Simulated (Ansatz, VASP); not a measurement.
P in VASP and in Ansatz

```
P
1.0
     3.38700    0.00000    0.00000
    -1.69350    2.93323    0.00000
     0.00000    0.00000   28.00000
P
2
Direct
  0.33333 0.66667 0.50954
  0.66667 0.33333 0.49046
```

Alike in both runs: task single point; functional PBE; dispersion D3(BJ); k mesh 9 × 9 × 1; occupations gaussian, width 0.02 eV; no spin polarisation.

```csv
,VASP,Ansatz
version,VASP 6.6.1,Ansatz 0.2.0
potentials or method,"VASP PAW PBE potentials, release 64 (P), cutoff 520 eV","scalar-relativistic, plane waves, PAW"
valence electrons in the cell,10,10
```

```csv
,VASP,Ansatz,Ansatz less VASP
gap on the k mesh at the Fermi level (eV),none,none,-
rms of the force components (eV/Å),1.735,1.693,-0.0425
"work function, face that differs most (eV)",4.16,4.14,-0.014
```

Atom by atom the forces differ by 0.042 eV/Å (rms over components). A gap of «none» marks a metal or a gap that the smearing closes.
